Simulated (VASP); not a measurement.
# Pt (Fm-3m) in VASP: notebook, part 2 of 2

VASP 6.6.1. Earlier steps stand in the parts before.

### 3 Single point, BLYP (volume scaled by 1.12)

File INCAR:

```
PREC = Accurate ; ENCUT = 520
EDIFF = 1E-7 ; ISMEAR = -1
SIGMA = 0.1 ; LREAL = False
LASPH = True ; NELM = 60
ALGO = Normal ; ISIF = 2
LWAVE = False ; LCHARG = False
GGA = B5 ; ALDAX = 1.0
AGGAX = 1.0 ; AGGAC = 1.0
ALDAC = 0.0 ; NBANDS = 11
```

File KPOINTS:

```
regular mesh
0
Gamma
  22 22 22
```

File POSCAR:

```
Pt
1.0
    0.0000000000      2.1046982112      2.1046982112
    2.1046982112      0.0000000000      2.1046982112
    2.1046982112      2.1046982112      0.0000000000
Pt
1
Direct
    0.0000000000      0.0000000000      0.0000000000
```

Potentials or basis: VASP PAW PBE potentials, release 64 (Pt).

Started as:

```bash
cat potpaw_PBE.64/Pt/POTCAR > POTCAR
mpirun -np 1 vasp_std > vasp.out
```

OUTCAR:

```text
PREC = Accurate
   ENCUT = 520
   EDIFF = 1E-7
   ISMEAR = -1
   LREAL = False
   LASPH = True
   NELM = 60
   ISIF = 2
   GGA = B5

 ion  position               nearest neighbor table
   1  0.000  0.000  0.000-

  LATTYP: Found a face centered cubic cell.
 ALAT       =     4.2093964224

  Lattice vectors:

 A1 = (   0.0000000000,   2.1046982112,   2.1046982112)
 A2 = (   2.1046982112,   0.0000000000,   2.1046982112)
 A3 = (   2.1046982112,   2.1046982112,   0.0000000000)

Analysis of symmetry for initial positions (statically):
=====================================================================
 Subroutine PRICEL returns:
 Original cell was already a primitive cell.

 Routine SETGRP: Setting up the symmetry group for a
 face centered cubic supercell.

 Subroutine GETGRP returns: Found 48 space group operations
 (whereof 48 operations were pure point group operations)
 out of a pool of 48 trial point group operations.

The static configuration has the point symmetry O_h .

Analysis of symmetry for dynamics (positions and initial velocities):
=====================================================================
 Subroutine PRICEL returns:
 Original cell was already a primitive cell.

 Routine SETGRP: Setting up the symmetry group for a
 face centered cubic supercell.

 Subroutine GETGRP returns: Found 48 space group operations
 (whereof 48 operations were pure point group operations)
 out of a pool of 48 trial point group operations.

The dynamic configuration has the point symmetry O_h .

 Subroutine INISYM returns: Found 48 space group operations
 (whereof 48 operations are pure point group operations),
 and found     1 'primitive' translations

----------------------------------------------------------------------------------------

                                     Primitive cell

  volume of cell :      18.6466

  direct lattice vectors                    reciprocal lattice vectors
     0.000000000  2.104698211  2.104698211    -0.237563750  0.237563750  0.237563750
     2.104698211  0.000000000  2.104698211     0.237563750 -0.237563750  0.237563750
     2.104698211  2.104698211  0.000000000     0.237563750  0.237563750 -0.237563750

  length of vectors
     2.976492755  2.976492755  2.976492755     0.411472485  0.411472485  0.411472485

  position of ions in fractional coordinates (direct lattice)
     0.000000000  0.000000000  0.000000000

  ion indices of the primitive-cell ions
   primitive index   ion index
                 1           1

----------------------------------------------------------------------------------------

 KPOINTS: regular mesh

Automatic generation of k-mesh.
 Grid dimensions read from file:
 generate k-points for:   22   22   22

 Generating k-lattice:

  Cartesian coordinates                     Fractional coordinates (reciprocal lattice)
    -0.010798352  0.010798352  0.010798352     0.045454545  0.000000000  0.000000000
     0.010798352 -0.010798352  0.010798352     0.000000000  0.045454545  0.000000000
     0.010798352  0.010798352 -0.010798352     0.000000000  0.000000000  0.045454545

  Length of vectors
     0.018703295  0.018703295  0.018703295

  Shift w.r.t. Gamma in fractional coordinates (k-lattice)
     0.000000000  0.000000000  0.000000000

 Subroutine IBZKPT returns following result:
 ===========================================

 Found    328 irreducible k-points:

 Following reciprocal coordinates:
            Coordinates               Weight
  0.000000  0.000000  0.000000      1.000000
  0.045455  0.000000  0.000000      8.000000
  0.090909  0.000000  0.000000      8.000000
  0.136364  0.000000  0.000000      8.000000
  0.181818  0.000000  0.000000      8.000000
  0.227273  0.000000  0.000000      8.000000
[... 16 lines left out ...]
  0.500000  0.045455  0.000000     24.000000
 -0.454545  0.045455  0.000000     24.000000
 [... further k-points ...]
   k-points           NKPTS =    328   k-points in BZ     NKDIM =    328   number of bands    NBANDS=     11
   number of dos      NEDOS =    301   number of ions     NIONS =      1
   total plane-waves  NPLWV =  13824
   dimension x,y,z NGX =    24 NGY =   24 NGZ =   24
   dimension x,y,z NGXF=    48 NGYF=   48 NGZF=   48
   ions per type =               1
   NGX,Y,Z   is equivalent  to a cutoff of  13.40, 13.40, 13.40 a.u.
   NGXF,Y,Z  is equivalent  to a cutoff of  26.81, 26.81, 26.81 a.u.
 SYSTEM =  unknown system
   PREC   = accura    normal or accurate (medium, high low for compatibility)
   ISTART =      0    job   : 0-new  1-cont  2-samecut
   ICHARG =      2    charge: 1-file 2-atom 10-const
   ISPIN  =      1    spin polarized calculation?
   LNONCOLLINEAR =      F non collinear calculations
   LSORBIT =      F    spin-orbit coupling
   LASPH  =      T    aspherical Exc in radial PAW
   ENCUT  =  520.0 eV  38.22 Ry    6.18 a.u.   5.53  5.53  5.53*2*pi/ulx,y,z
   NELM   =     60;   NELMIN=  2; NELMDL= -5     # of ELM steps
   EDIFF  = 0.1E-06   stopping-criterion for ELM
   LREAL  =      F    real-space projection
   EDIFFG = 0.1E-05   stopping-criterion for IOM
   NSW    =      0    number of steps for IOM
   IBRION =     -1    ionic relax: 0-MD 1-quasi-New 2-CG
   NFREE  =      0    steps in history (QN), initial steepest desc. (CG)
   ISIF   =      2    stress and relaxation
   ISYM   =      2    0-nonsym 1-usesym 2-fastsym
   POTIM  = 0.5000    time-step for ionic-motion
   TEBEG  =    0.0;   TEEND  =   0.0 temperature during run
   PSTRESS=    0.0 pullay stress
   NELECT =      10.0000    total number of electrons
   NUPDOWN=      -1.0000    fix difference up-down
   EMIN   =  10.00;   EMAX   =-10.00  energy-range for DOS
   EFERMI =   0.00;   METHOD = LEGACY
   ISMEAR =    -1;   SIGMA  =   0.10  broadening in eV -4-tet -1-fermi 0-gaus
   EFERMI_NEDOS =   21; number of points for ismear=-14 and -15
   IALGO  =     38    algorithm
   IMIX   =      4    mixing-type and parameters
     AMIX     =   0.40;   BMIX     =  1.00
     AMIX_MAG =   1.60;   BMIX_MAG =  1.00
  volume/ion in A,a.u.               =      18.65       125.83
  Fermi-wavevector in a.u.,A,eV,Ry     =   1.330072  2.513471 24.069935  1.769090
  Thomas-Fermi vector in A             =   2.459186
   LORBIT       =      0    0 simple, 1 ext, 2 COOP (PROOUT), +10 PAW based schemes
   GGA     = B5    functional components
   LHFCALC =     F    Hartree Fock is set to
   AEXX    =    0.0000 exact exchange contribution
   IVDW    =     0    specifies the selected vdW correction
   LEPSILON=     F    determine dielectric tensor
   LRPA    =     F    only Hartree local field effects (RPA)
 non-spin polarized calculation
  energy-cutoff  :      520.00
  volume of cell :       18.65
 maximum number of plane-waves:       531
 NGX is ok and might be reduce to    24
   NGX = 11   NGY = 11   NGZ = 11

 number of electron      10.0000000 magnetization

 number of electron       9.9999999 magnetization

 Free energy of the ion-electron system (eV)
  ---------------------------------------------------
  ext. energy  EPLUGINS =         0.00000000
  ---------------------------------------------------
  free energy    TOTEN  =        -4.92893807 eV

  energy without entropy =       -4.85996378  energy(sigma->0) =       -4.89445093

 E-fermi :   8.1884     XC(G=0): -11.5877

 val. band max:        8.1880666283   @ k =   0.5000   0.2273   0.0455
 cond. band min:       8.1929819518   @ k =   0.5000   0.0909   0.0000
 fundamental gap:      0.0049153235
 Fermi energy:         8.1883757324

 k-point     1 :       0.0000    0.0000    0.0000
  band No.  band energies     occupation
      1       0.2579      2.00000
      2       5.4918      2.00000
      3       5.4918      2.00000
      4       5.4918      2.00000
      5       7.0002      1.99999
      6       7.0002      1.99999
      7      23.4665      0.00000
      8      27.0734      0.00000
      9      27.0734      0.00000
     10      27.0734      0.00000
     11      32.2000      0.00000
[... 309 lines left out ...]
 k-point    24 :      -0.4545    0.0455    0.0000
  band No.  band energies     occupation
      1       2.8938      2.00000
      2       5.4419      2.00000
      3       5.5085      2.00000
      4       7.7036      1.98442
      5       8.1143      1.35413
      6       9.0918      0.00024
      7      12.8608      0.00000
      8      23.1056      0.00000
      9      25.2625      0.00000
     10      25.6947      0.00000
     11      33.3242      0.00000

 [... further k-points ...]

------------------------ aborting loop because EDIFF is reached ----------------------------------------

  FORCE on cell =-STRESS in cart. coord.  units (eV):
  Direction    XX          YY          ZZ          XY          YZ          ZX
  --------------------------------------------------------------------------------------
  -------------------------------------------------------------------------------------
  Total       -1.8207748     -1.8207748     -1.8207748      0.0000000     -0.0000000      0.0000000
  in kB     -156.4470292   -156.4470292   -156.4470292      0.0000000     -0.0000000      0.0000000
  external PRESSURE =    -156.4470292 kB  Pullay stress =       0.0000000 kB

 VOLUME and BASIS-vectors are now :
 -----------------------------------------------------------------------------
  energy-cutoff  :      520.00
  volume of cell :       18.65
      direct lattice vectors                 reciprocal lattice vectors
     0.000000000  2.104698211  2.104698211    -0.237563750  0.237563750  0.237563750
     2.104698211  0.000000000  2.104698211     0.237563750 -0.237563750  0.237563750
     2.104698211  2.104698211  0.000000000     0.237563750  0.237563750 -0.237563750

 POSITION                                       TOTAL-FORCE (eV/Angst)
 -----------------------------------------------------------------------------------
      0.00000      0.00000      0.00000         0.000000     -0.000000      0.000000
 -----------------------------------------------------------------------------------
    total drift:                               -0.000000      0.000000      0.000000

  FREE ENERGIE OF THE ION-ELECTRON SYSTEM (eV)
  ---------------------------------------------------
  free  energy   TOTEN  =        -4.9289380748 eV

  energy  without entropy=       -4.8599637776  energy(sigma->0) =       -4.89445093
```

stdout:

```text
POSCAR found type information on POSCAR Pt
 POSCAR found :  1 types and       1 ions
 scaLAPACK will be used
 -----------------------------------------------------------------------------
|                                                                             |
|                                                                             |
|     You enforced a specific xc type in the INCAR file but a different       |
|     I HOPE YOU KNOW WHAT YOU ARE DOING!                                     |
|                                                                             |
 -----------------------------------------------------------------------------

 LDA part: xc-table for (Slater(with rela. corr.)+VWN5), standard interpolation
 POSCAR, INCAR and KPOINTS ok, starting setup
 FFT: planning ... GRIDC
 FFT: planning ... GRID_SOFT
 FFT: planning ... GRID
 WAVECAR not read
 entering main loop
```

Wall time 42 s (1 thread of Intel Xeon Platinum 8488C (Sapphire Rapids), shared host); peak memory 0.2 GiB.

Results:

| Property | Result |
| --- | --- |
| Free energy | -4.9289 eV |
| Pressure | -15.6 GPa |
| Band gap on the k mesh | zero (band 5 reaches 8.49 eV, above the bottom of band 6 at 6.94 eV) |

Caveat: the cell differs from its parent crystal (volume scaled by 1.12); the PAW data sets were made with another functional, which shifts forces and pressure a little; spin-orbit coupling is left out, which moves the levels of the heavy elements.

### 4 Single point, BLYP, non-collinear spin, zero start, spin-orbit coupling

This run uses another cell than the first one, of 16.65 Å³/atom, 0.926 times its volume.

File INCAR:

```
PREC = Accurate ; ENCUT = 520
EDIFF = 1E-6 ; ISMEAR = -1
SIGMA = 0.1 ; LREAL = False
LASPH = True ; NELM = 150
ALGO = Normal ; ISIF = 2
LWAVE = False ; LCHARG = False
MAGMOM = 0 0 0 ; LORBIT = 11
LSORBIT = True ; GGA_COMPAT = False
LORBMOM = True ; LMAXMIX = 4
GGA = B5 ; ALDAX = 1.0
AGGAX = 1.0 ; AGGAC = 1.0
ALDAC = 0.0 ; NBANDS = 21
```

File KPOINTS:

```
regular mesh
0
Gamma
  13 13 13
```

File POSCAR:

```
Pt
1.0
    0.0000000000      2.0266736658      2.0266736658
    2.0266736658      0.0000000000      2.0266736658
    2.0266736658      2.0266736658      0.0000000000
Pt
1
Direct
    0.0000000000      0.0000000000      0.0000000000
```

Started as:

```bash
cat potpaw_PBE.64/Pt/POTCAR > POTCAR
mpirun -np 1 vasp_ncl > vasp.out
```

Run time: 58 s. Hardware: 1 thread of Intel Xeon Platinum 8488C (Sapphire Rapids), shared host; peak memory 0.22 GiB.

The run converged. Its results:

```yaml
Free_energy: -5.4178 eV
Pressure: 1.8 GPa
Net_moment: 0.00 μB per cell
Valence_electrons_inside_the_program's_atomic_spheres: Pt 9.12
```

Moments on the atoms (μB; x, y, z):
```
Pt  0.00 0.00 0.00
```

Caveat: the PAW data sets were made with another functional, which shifts forces and pressure a little.

### 5 Single point, BLYP, collinear spin, ferromagnetic start

This run uses another cell than the first one, of 16.62 Å³/atom, 0.924 times its volume.

File INCAR:

```
SYSTEM = Pt
PREC = Accurate
ENCUT = 500
EDIFF = 1E-6
ISMEAR = -1
SIGMA = 0.1
LREAL = .FALSE.
LASPH = .TRUE.
NELM = 200
ALGO = Normal
ISIF = 2
LWAVE = .FALSE.
LCHARG = .FALSE.
ISPIN = 2
MAGMOM = 1
LORBIT = 11
LMAXMIX = 4
GGA = B5
ALDAX = 1.0
AGGAX = 1.0
AGGAC = 1.0
ALDAC = 0.0
NBANDS = 15
GGA_COMPAT = .FALSE.
```

File KPOINTS:

```
Automatic mesh
0
G
  7 7 7
  0 0 0
```

File POSCAR:

```
Pt
1.0
    0.0000000000      2.0255415878      2.0255415878
    2.0255415878      0.0000000000      2.0255415878
    2.0255415878      2.0255415878      0.0000000000
Pt
1
Direct
    0.0000000000      0.0000000000      0.0000000000
```

Started as:

```bash
cat potpaw_PBE.64/Pt/POTCAR > POTCAR
mpirun -np 1 vasp_std > vasp.out
```

Wall time 25 s (1 thread of AMD EPYC 9R14 (Zen 4), shared host); peak memory 0.12 GiB.

It converged, with:

| Item | Value |
| --- | --- |
| Free energy | -5.0152 eV |
| Pressure | 2.1 GPa |
| Band gap on the k mesh | zero (filled and empty bands overlap) |
| Net moment | 0.00 μB per cell |
| Valence electrons inside the program's atomic spheres | Pt 9.13 |

Levels at points of the mesh, in eV from the Fermi level:
Spin up:
| k point | band 1 | band 2 | band 3 | band 4 | band 5 | band 6 | band 7 | band 8 | band 9 | band 10 |
| --- | --- | --- | --- | --- | --- | --- | --- | --- | --- | --- |
| (0.00, 0.00, 0.00) | -9.12 | -3.32 | -3.32 | -3.32 | -1.49 | -1.49 | 15.06 | 19.33 | 19.33 | 19.33 |
Spin down:
```csv
k point,band 1,band 2,band 3,band 4,band 5,band 6,band 7,band 8,band 9,band 10
"(0.00, 0.00, 0.00)",-9.12,-3.32,-3.32,-3.32,-1.49,-1.49,15.06,19.33,19.33,19.33
```

Caveat: the k points lie up to 0.38 Å⁻¹ apart; the PAW data sets were made with another functional, which shifts forces and pressure a little; spin-orbit coupling is left out, which moves the levels of the heavy elements.

### 6 Overview

```tsv
spin	cell	k mesh	cutoff (eV)	gap on the mesh (eV)	pressure (GPa)	moment (μB)
off	a = 2.941 Å, angles 60.0°, 1 atom	22 × 22 × 22	520	none	-11.5	-
off	a = 2.976 Å, angles 60.0°, 1 atom	22 × 22 × 22	520	none	-15.6	-
non-collinear, zero start, SOC	a = 2.866 Å, angles 60.0°, 1 atom	13 × 13 × 13	520	-	1.8	0.00
collinear, ferromagnetic start	a = 2.865 Å, angles 60.0°, 1 atom	7 × 7 × 7	500	none	2.1	0.00
```

Alike in all rows: task single point; level BLYP; potentials or basis VASP PAW PBE potentials, release 64 (Pt); smearing fermi-dirac 0.1 eV.

Caveats: some runs use coarse meshes; the PAW data sets were made with another functional, which shifts forces and pressure a little; spin-orbit coupling is left out, which moves the levels of the heavy elements (some runs).

Absolute energies hang on the potentials; compare differences alone.
